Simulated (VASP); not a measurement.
Here is a VASP 6.6.1 calculation.

POSCAR

```
Re
1.0
    2.6505458907      0.0000000000      0.0000000000
   -1.3252729453      2.2954400752      0.0000000000
    0.0000000000      0.0000000000      4.2869449858
Re
2
Direct
    0.3333333333      0.6666666667      0.2500000000
    0.6666666667      0.3333333333      0.7500000000
```

The input INCAR.step1:

```
PREC = Accurate
ENCUT = 520
ISMEAR = -1
SIGMA = 0.1
LREAL = False
LASPH = True
NELM = 60
NBANDS = 14
GGA = PE
ALGO = Normal
EDIFF = 1E-4
LWAVE = True
LCHARG = False
```

Contents of INCAR.step2:

```
PREC = Accurate
ENCUT = 520
EDIFF = 1E-6
ISMEAR = -1
SIGMA = 0.1
LREAL = False
LASPH = True
NELM = 60
ALGO = Normal
ISIF = 2
LWAVE = False
LCHARG = False
METAGGA = R2SCAN
LMIXTAU = True
NBANDS = 14
ISTART = 1
```

File KPOINTS:

```
regular mesh
0
Gamma
  11 11 6
```

Potentials or basis: VASP PAW PBE potentials, release 64 (Re).

Run with:

```sh
$ cat potpaw_PBE.64/Re/POTCAR > POTCAR
$ cp INCAR.step1 INCAR
$ mpirun -np 1 vasp_std > vasp.out
$ cp INCAR.step2 INCAR
$ mpirun -np 1 vasp_std > vasp.out
```

Q: Estimate the band gap on the k mesh.

A: Zero (bands 7 and 8 overlap by 3.94 eV).

Q: Estimate the pressure.

A: 61.4 GPa.

Caveat: the cell stands under pressure; the PAW data sets were made with another functional, which shifts forces and pressure a little; spin-orbit coupling is left out, which moves the levels of the heavy elements.
